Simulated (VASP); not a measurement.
# Si3Ge (P-6m2) in VASP: notebook, part 2 of 2

VASP 6.6.1. Earlier steps stand in the parts before.

## (4) Relaxation of cell and atoms, PBE

This run uses another cell than the first one, of 16.60 Å³/atom.

File INCAR:

```
SYSTEM = Si3Ge
PREC = Accurate
ENCUT = 500
EDIFF = 1E-7
ISMEAR = 0
SIGMA = 0.1
LREAL = .False.
LASPH = .True.
NELM = 120
ALGO = Normal
ISIF = 3
LWAVE = .False.
LCHARG = .False.
GGA = PE
IBRION = 2
NSW = 100
EDIFFG = -0.01
GGA_COMPAT = .False.
NELMIN = 4
```

File KPOINTS:

```
Automatic mesh
0
Gamma
  18 18 4
  0 0 0
```

File POSCAR:

```
Si3Ge
1.0
    2.6507902280      0.0000000000      0.0000000000
   -1.3253951140      2.2956516775      0.0000000000
    0.0000000000      0.0000000000     10.9146045709
Si Ge
3 1
Direct
    0.3333333333      0.6666666667      0.7621884393
    0.3333333333      0.6666666667      0.2378115607
    0.6666666667      0.3333333333      0.0000000000
    0.6666666667      0.3333333333      0.5000000000
```

Potentials or basis: VASP PAW PBE potentials, release 64 (Si, Ge_d).

Started as:

```
> cat potpaw_PBE.64/Si/POTCAR potpaw_PBE.64/Ge_d/POTCAR > POTCAR
> mpirun -np 1 vasp_std > vasp.out
```

OUTCAR:

```text
SYSTEM = Si3Ge
   PREC = Accurate
   ENCUT = 500
   EDIFF = 1E-7
   ISMEAR = 0
   LREAL = .False.
   LASPH = .True.
   NELM = 120
   ISIF = 3
   GGA = PE
   IBRION = 2
   NSW = 100
   EDIFFG = -0.01
   NELMIN = 4

 ion  position               nearest neighbor table
   1  0.333  0.667  0.762-   3 3.01   3 3.01   3 3.01
   2  0.333  0.667  0.238-   3 3.01   3 3.01   3 3.01
   3  0.667  0.333  0.000-   1 3.01   2 3.01   1 3.01   2 3.01   1 3.01   2 3.01
   4  0.667  0.333  0.500-

  LATTYP: Found a hexagonal cell.
 ALAT       =     2.6507902280
 C/A-ratio  =     4.1174908733

  Lattice vectors:

 A1 = (   2.6507902280,   0.0000000000,   0.0000000000)
 A2 = (  -1.3253951140,   2.2956516775,   0.0000000000)
 A3 = (   0.0000000000,   0.0000000000,  10.9146045709)

Analysis of symmetry for initial positions (statically):
[... 378 lines left out ...]

  energy without entropy =      -18.73715520  energy(sigma->0) =      -18.74149309

 E-fermi :   8.8923     XC(G=0): -11.1688

 val. band max:        8.8890808358   @ k =   0.4444   0.0556   0.2500
 cond. band min:       8.9147037962   @ k =   0.2222   0.2222   0.2500
 fundamental gap:      0.0256229604
 Fermi energy:         8.8923484853

 k-point     1 :       0.0000    0.0000    0.0000
  band No.  band energies     occupation
      1     -15.9052      2.00000
      2     -15.8819      2.00000
      3     -15.8819      2.00000
      4     -15.7868      2.00000
      5     -15.7868      2.00000
      6      -5.0314      2.00000
[... 457 lines left out ...]
      4     -15.7862      2.00000
      5     -15.7440      2.00000
      6       0.0077      2.00000
[... 9 lines left out ...]
     16      10.3756      0.00000
     17      11.0004      0.00000

 [... further k-points ...]

------------------------ aborting loop because EDIFF is reached ----------------------------------------

  FORCE on cell =-STRESS in cart. coord.  units (eV):
  Direction    XX          YY          ZZ          XY          YZ          ZX
  --------------------------------------------------------------------------------------
  -------------------------------------------------------------------------------------
  Total       -0.0219331     -0.0219331     -0.0214339      0.0000000     -0.0000000      0.0000000
  in kB       -0.5552468     -0.5552468     -0.5426088      0.0000000     -0.0000000      0.0000000
  external PRESSURE =      -0.5510341 kB  Pullay stress =       0.0000000 kB
[... 19 lines left out ...]
  FREE ENERGIE OF THE ION-ELECTRON SYSTEM (eV)
  ---------------------------------------------------
  free  energy   TOTEN  =       -18.7458309728 eV

  energy  without entropy=      -18.7371551977  energy(sigma->0) =      -18.74149309

 reached required accuracy - stopping structural energy minimisation
```

OSZICAR:

```text
N       E                     dE             d eps       ncg     rms          rms(c)
DAV:   1     0.135161571159E+03    0.13516E+03   -0.12277E+04  3941   0.265E+03
DAV:   2    -0.147822755098E+01   -0.13664E+03   -0.13406E+03  4086   0.473E+02
[... 148 lines left out ...]
  14 F= -.18745817E+02 E0= -.18741418E+02  d E =-.470344E-03
       N       E                     dE             d eps       ncg     rms          rms(c)
DAV:   1    -0.187459374804E+02   -0.12048E-03   -0.26282E-03  4893   0.462E-01    0.582E-02
DAV:   2    -0.187458634923E+02    0.73988E-04   -0.12705E-04  5854   0.146E-01    0.347E-02
DAV:   3    -0.187458313297E+02    0.32163E-04   -0.60338E-05  4915   0.105E-01    0.675E-03
DAV:   4    -0.187458309300E+02    0.39975E-06   -0.83037E-06  5569   0.214E-02    0.284E-03
DAV:   5    -0.187458309728E+02   -0.42822E-07   -0.63070E-07  4562   0.784E-03
  15 F= -.18745831E+02 E0= -.18741493E+02  d E =-.484337E-03
```

It took 21 min on 1 thread of Intel Xeon Platinum 8375C at 2.90GHz (Ice Lake), shared host; peak memory 0.27 GiB.

Results:

```yaml
Free_energy: -18.7458 eV
Relaxed_volume: 15.82 Å³/atom
Relaxed_cell: a = 2.801 Å, b = 2.801 Å, c = 9.317 Å, α = 90.00°, β = 90.00°, γ = 120.00°
Space_group_after_relaxing_to_0.1_Å: P-6m2 (No. 187)
Energy_gained_by_relaxing: 79.1 meV/atom
Ionic_steps: 15
Pressure_after_relaxing: -0.1 GPa
Largest_force_after_relaxing: 0.006 eV/Å
```

Forces in eV/Å, atoms in the order of the input:
```
Si   0.000  0.000  0.006
Si   0.000  0.000 -0.006
Si   0.000  0.000  0.000
Ge   0.000  0.000  0.000
```

Step by step:
```tsv
step	energy change (eV)	largest force (eV/Å)	pressure (GPa)	volume (Å³)
1	0.0000	0.1311	-0.42	66.42
2	-0.1441	0.0561	-1.40	65.93
3	-0.1985	0.1132	-1.64	65.57
4	-0.2908	0.1306	-1.59	64.70
5	-0.2491	0.1674	1.31	62.32
6	-0.2545	0.0663	0.77	62.66
7	-0.3106	0.1178	-0.83	63.76
8	-0.3101	0.1357	-0.91	63.84
9	-0.3130	0.0651	0.74	62.55
10	-0.3137	0.0892	0.23	62.94
11	-0.3150	0.0534	0.17	63.04
12	-0.3157	0.0282	0.00	63.25
13	-0.3158	0.0059	0.03	63.19
14	-0.3162	0.0074	-0.09	63.30
15	-0.3162	0.0056	-0.06	63.29
```

Final structure:
```
Si Ge
1.0
     2.80060    0.00000    0.00000
    -1.40030    2.42539    0.00000
     0.00000    0.00000    9.31732
Si Ge
3 1
Direct
  0.33333 0.66667 0.76779
  0.33333 0.66667 0.23221
  0.66667 0.33333 0.00000
  0.66667 0.33333 0.50000
```

Levels at points of the mesh, in eV from the Fermi level:
```
           k point  band 10  band 11  band 12  band 13  band 14  band 15  band 16  band 17
(0.00, 0.00, 0.00)    -6.38     0.93     1.19     7.59     7.59     8.93     8.93     9.18
(0.50, 0.00, 0.00)    -5.55    -5.52    -1.73    -1.63    -1.22     0.58     3.00     4.63
(0.00, 0.00, 0.50)    -3.58    -3.02     5.48     6.51     7.65     7.65     8.62     8.62
(0.50, 0.00, 0.50)    -4.92    -4.00    -3.82    -3.10     1.56     2.40     2.79     3.11
```

Caveat: the highest band is partly filled, so the run has too few bands.

## (5) Relaxation of cell and atoms, PBE

File INCAR:

```
ALGO     = Normal         # electronic algorithm
EDIFF    = 1E-7           # SCF threshold, eV
EDIFFG   = -0.01          # ionic threshold
ENCUT    = 500            # plane-wave cutoff, eV
GGA      = PE             # functional
GGA_COMPAT= F            
IBRION   = 2              # ionic algorithm
ISIF     = 3              # what is computed and relaxed
ISMEAR   = 0              # smearing method
LASPH    = T              # aspherical terms in the spheres
LCHARG   = F              # write CHGCAR
LREAL    = F              # projectors in reciprocal space
LWAVE    = F              # write WAVECAR
NELM     = 120            # most SCF steps
NELMIN   = 4            
NSW      = 100            # ionic steps
PREC     = Accurate       # precision mode
SIGMA    = 0.1            # smearing width, eV
```

File KPOINTS:

```
k-points
0
Gamma
  18 18 6
```

File POSCAR:

```
Si3Ge
1.0
    2.8006392271      0.0000000000      0.0000000000
   -1.4003196136      2.4254247175      0.0000000000
    0.0000000000      0.0000000000      9.3131206294
Si Ge
3 1
Direct
    0.3333333333      0.6666666667      0.7677469060
    0.3333333333      0.6666666667      0.2322530940
    0.6666666667      0.3333333333      0.0000000000
    0.6666666667      0.3333333333      0.5000000000
```

Started as:

```
> cat potpaw_PBE.64/Si/POTCAR potpaw_PBE.64/Ge_d/POTCAR > POTCAR
> mpirun -np 1 vasp_std > vasp.out
```

Run time: 4.3 min. Hardware: 1 thread of Intel Xeon Platinum 8375C at 2.90GHz (Ice Lake), shared host; peak memory 0.28 GiB.

Results (log left out):

- Free energy: -18.7495 eV
- Relaxed volume: 15.83 Å³/atom
- Relaxed cell: a = 2.802 Å, b = 2.802 Å, c = 9.309 Å, α = 90.00°, β = 90.00°, γ = 120.00°
- Space group after relaxing (to 0.1 Å): P-6m2 (No. 187)
- Energy gained by relaxing: 0.0 meV/atom
- Ionic steps: 2
- Pressure after relaxing: 0.0 GPa

Stress tensor (GPa, compression positive):
```
 0.03  0.00  0.00
 0.00  0.03  0.00
 0.00  0.00 -0.06
```

Final structure:
```xyz
4
Lattice="2.8021 0.0000 0.0000 -1.4011 2.4267 0.0000 0.0000 0.0000 9.3091" Properties=species:S:1:pos:R:3 pbc="T T T"
Si    0.0000    1.6178    7.1473
Si    0.0000    1.6178    2.1618
Si    1.4011    0.8089    0.0000
Ge    1.4011    0.8089    4.6545
```

Levels at points of the mesh, in eV from the Fermi level:
| k point | band 11 | band 12 | band 13 | band 14 | band 15 | band 16 |
| --- | --- | --- | --- | --- | --- | --- |
| (0.00, 0.00, 0.00) | 0.91 | 1.17 | 7.51 | 7.51 | 8.86 | 8.86 |
| (0.50, 0.00, 0.00) | -5.57 | -1.77 | -1.66 | -1.27 | 0.54 | 2.93 |
| (0.00, 0.00, 0.50) | -3.05 | 5.46 | 6.49 | 7.58 | 7.58 | 8.55 |
| (0.50, 0.00, 0.50) | -4.04 | -3.87 | -3.14 | 1.52 | 2.36 | 2.75 |

Caveat: the highest band is partly filled, so the run has too few bands.

## (6) The runs side by side

| task | cell | k mesh | gap on the mesh (eV) | pressure (GPa) | relaxed volume (Å³/atom) |
| --- | --- | --- | --- | --- | --- |
| single point | a = 2.801, b = 2.801, c = 9.313 Å, angles 90.0, 90.0, 120.0°, 4 atoms, atomic positions A | 18 × 18 × 4 | none | -0.1 | - |
| single point | a = 2.803, b = 2.803, c = 9.308 Å, angles 90.0, 90.0, 120.0°, 4 atoms, atomic positions A | 18 × 18 × 6 | none | -0.1 | - |
| relaxation of cell and atoms | relaxed from a = 2.651, b = 2.651, c = 10.915 Å, angles 90.0, 90.0, 120.0°, 4 atoms, atomic positions B | 18 × 18 × 4 | - | -0.1 | 15.82 |
| relaxation of cell and atoms | relaxed from a = 2.801, b = 2.801, c = 9.313 Å, angles 90.0, 90.0, 120.0°, 4 atoms, atomic positions A | 18 × 18 × 6 | - | 0.0 | 15.83 |

Alike in all rows: level PBE; potentials or basis VASP PAW PBE potentials, release 64 (Si, Ge_d); no spin polarisation; cutoff (eV) 500; smearing gaussian 0.1 eV.

Caveats: the highest band is partly filled, so the run has too few bands (at least some runs).

Total energies depend on the potentials used, so only differences within one code and one set of settings carry meaning.

The gap in the log of VASP goes by the Fermi energy; the results here count the filled bands.